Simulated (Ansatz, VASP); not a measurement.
# GaP in VASP and in Ansatz

The input INCAR:

```
  ALGO = Normal
  EDIFF = 1E-6
  ENCUT = 520
  GGA = PE
  ISIF = 2
  ISMEAR = 0
  LASPH = T
  LCHARG = F
  LREAL = F
  LWAVE = F
  NBANDS = 16
  NELM = 80
  PREC = Accurate
  SIGMA = 0.05
```

File KPOINTS:

```
k-points
0
Gamma
  10 10 10
```

The input POSCAR:

```
GaP
1.0
    0.0000000000      2.6323691019      2.8519708579
    2.8519708579      0.0000000000      2.8519708579
    2.8519708579      2.6323691019      0.0000000000
Ga P
1 1
Direct
    0.0000000000      0.0000000000      0.0000000000
    0.7500000000      0.7500000000      0.7500000000
```

Input for Ansatz:

```yaml
crystal:
  lattice:
    - [0.0, 2.6323691019, 2.8519708579]
    - [2.8519708579, 0.0, 2.8519708579]
    - [2.8519708579, 2.6323691019, 0.0]
  atoms:
    - { symbol: Ga, position: [0.0, 0.0, 0.0] }
    - { symbol: P, position: [0.75, 0.75, 0.75] }
basis:
  ecutwfc: 420
kpoints:
  mp_grid: { grid: [10, 10, 10] }
hamiltonian:
  xc: pbe
scf:
  occupations: { method: gaussian, width: 0.05 }
output:
  forces: true
  stress: true
  eigenvalues: true
```

Alike in both runs: task single point; functional PBE; k mesh 10 × 10 × 10; occupations gaussian, width 0.05 eV; no spin polarisation.

|  | VASP | Ansatz |
| --- | --- | --- |
| version | VASP 6.6.1 | Ansatz 0.2.0 |
| potentials or method | VASP PAW PBE potentials, release 64 (Ga_d, P), cutoff 520 eV | scalar-relativistic, plane waves, PAW |
| valence electrons in the cell | 18 | 18 |

|  | VASP | Ansatz | Ansatz less VASP |
| --- | --- | --- | --- |
| gap on the k mesh at the Fermi level (eV) | 0.97 | 0.97 | +0.001 |
| least direct gap on the mesh (eV) | 1.07 | 1.07 | +0.003 |
| pressure (GPa) | -2.0 | -2.0 | +0.05 |
| traceless stress, the component that is largest in VASP (GPa) | 3.34 | 3.34 | -0.004 |
